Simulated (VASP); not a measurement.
Write the native input for VASP 6.6.1 that does the following.

* Task: single point
* Functional: PBE
* Potentials or basis: VASP PAW PBE potentials, release 64 (Si, Hf_pv, O)
* Cutoff: 520 eV
* k mesh: 3 × 4 × 3
* Occupations: fermi-dirac, width 0.01 eV
* Spin: no spin polarisation
* Dipole correction: no
* Further INCAR settings: LREAL = Auto; ALGO = Normal; EDIFF = 1e-06; NBANDS = 203

The structure of Hf15SiO32 (a cell with a defect) lies in POSCAR:

```
Hf15SiO32
1.0
   -5.9766630598      5.1857000000      5.2138671406
    4.2593369402     -5.1857000000      5.2138671406
    5.9766630598      5.1857000000     -5.2138671406
Si Hf O
1 15 32
Direct
    0.1143269227      0.2078181617      0.1394560104
    0.6284194745      0.7412983306      0.1530421650
    0.6256844515      0.2423956207      0.6605803609
    0.1251308342      0.7445938342      0.6595643975
    0.4129489412      0.5047147370      0.6215327436
    0.9211686409      0.0117157361      0.6389271285
    0.9198909135      0.4952775818      0.1326707646
    0.4086736439      0.0098160939      0.1366602326
    0.8711543119      0.7538382937      0.8406122409
    0.3751624833      0.2586118799      0.8391589380
    0.3784768780      0.7511861237      0.3450461109
    0.8679306129      0.2545137196      0.3330094733
    0.5834748937      0.4996145706      0.3665310710
    0.0850544656      0.9875124901      0.3584716626
    0.0835688384      0.4905962741      0.8609795334
    0.5774567368      0.9882626257      0.8653303779
    0.6238075191      0.4631990275      0.6088687489
    0.1174139157      0.9619253087      0.6000290605
    0.1325747272      0.4297424503      0.1366417174
    0.6075340220      0.9618959744      0.1060815153
    0.1446243007      0.2919029008      0.3658858841
    0.6491602362      0.7975189813      0.3994224221
    0.6372909019      0.2891952119      0.9031465810
    0.1365301432      0.7869889924      0.9019912712
    0.4382971302      0.5889316832      0.4472994256
    0.8973972708      0.0469940882      0.3967970700
    0.8924532384      0.5361485763      0.9047639744
    0.3794842611      0.0376944165      0.8988664898
    0.8607009957      0.7232220273      0.6035025680
    0.3533057114      0.2133693067      0.5887638555
    0.3510737172      0.7074982762      0.0952342857
    0.8451718147      0.2043708730      0.0897975336
    0.3200903389      0.2239249538      0.1988860942
    0.8404806393      0.7062411223      0.1893186023
    0.8380841899      0.2064386714      0.6984016470
    0.3321108553      0.7028271996      0.6932585205
    0.4833685596      0.5394943247      0.8747650787
    0.9942530569      0.0540290639      0.8970221291
    0.9774929054      0.5416958565      0.3787769136
    0.4839486177      0.0420108638      0.3809186300
    0.6650568808      0.7947026905      0.8173585771
    0.1612733217      0.2910480541      0.8034241067
    0.1589227442      0.7785776551      0.2916400062
    0.6532070225      0.2894837539      0.3034337818
    0.5112574196      0.4599383501      0.1182823679
    0.0189302383      0.9709588339      0.1176263630
    0.0106094091      0.4558180515      0.6175085178
    0.5055708521      0.9604463868      0.6207130500
```

One way to write it, as run:

INCAR

```
PREC = Accurate ; ENCUT = 520
EDIFF = 1E-6 ; ISMEAR = -1
SIGMA = 0.01 ; LREAL = Auto
LASPH = True ; NELM = 60
ALGO = Normal ; ISIF = 2
LWAVE = False ; LCHARG = False
GGA = PE ; NBANDS = 203
LUSENCCL = False
```

KPOINTS

```
regular mesh
0
Gamma
  3 4 3
```

Potentials or basis: VASP PAW PBE potentials, release 64 (Si, Hf_pv, O).

Run with:

```sh
$ cat potpaw_PBE.64/Si/POTCAR potpaw_PBE.64/Hf_pv/POTCAR potpaw_PBE.64/O/POTCAR > POTCAR
$ mpirun -np 1 vasp_std > vasp.out
```

Results of the run:

```
Pressure               : -0.1 GPa
Largest force          : 0.177 eV/Å
Band gap on the k mesh : 4.03 eV
```

Caveat: spin-orbit coupling is left out, which moves the levels of the heavy elements.

Run time: 13 min on 1 × NVIDIA H100 80GB with 1 thread of AMD EPYC 7R13 Processor (Zen 3) (shared host), peak memory 2.4 GiB.
